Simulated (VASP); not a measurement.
Write the native input for VASP 6.6.1 that does the following.

```
Task                   : single point
Functional             : PBE
Potentials or basis    : VASP PAW PBE potentials, release 64 (Ag, Os)
Cutoff                 : 520 eV
k mesh                 : 12 × 12 × 4
Occupations            : gaussian, width 0.1 eV
Spin                   : no spin polarisation
Dipole correction      : no
Further INCAR settings : ALGO = Normal; EDIFF = 1e-06; NBANDS = 28
```

The structure of Ag3Os lies in POSCAR:

```
Ag3Os
1.0
    2.7727069950      0.0000000000      0.0000000000
   -1.3863534975      2.4012346949      0.0000000000
    0.0000000000      0.0000000000      9.6607288203
Ag Os
3 1
Direct
    0.0000000000      0.0000000000      0.0000000000
    0.6666666667      0.3333333333      0.7466206074
    0.6666666667      0.3333333333      0.2533793926
    0.0000000000      0.0000000000      0.5000000000
```

One way to write it, as run:

INCAR

```
SYSTEM = Ag3Os
ALGO = Normal ; EDIFF = 1E-6
ENCUT = 520 ; GGA = PE
ISIF = 2 ; ISMEAR = 0
LASPH = .True. ; LCHARG = .False.
LREAL = .False. ; LWAVE = .False.
NBANDS = 28 ; NELM = 100
PREC = Accurate ; SIGMA = 0.1
```

KPOINTS

```
k-points
0
Gamma
  12 12 4
  0 0 0
```

Potentials or basis: VASP PAW PBE potentials, release 64 (Ag, Os).

Launch:

```console
$ cat potpaw_PBE.64/Ag/POTCAR potpaw_PBE.64/Os/POTCAR > POTCAR
$ mpirun -np 1 vasp_std > vasp.out
```

Results of the run:

| Property | Result |
| --- | --- |
| Pressure | 4.5 GPa |
| Band gap on the k mesh | zero (an odd number of electrons rules out a gap without spin polarisation) |

Caveat: the cell stands under pressure; spin-orbit coupling is left out, which moves the levels of the heavy elements.

It took 43 s on 1 thread of Intel(R) Xeon(R) 6975P-C (Granite Rapids), with other jobs on the host, peak memory 0.24 GiB.
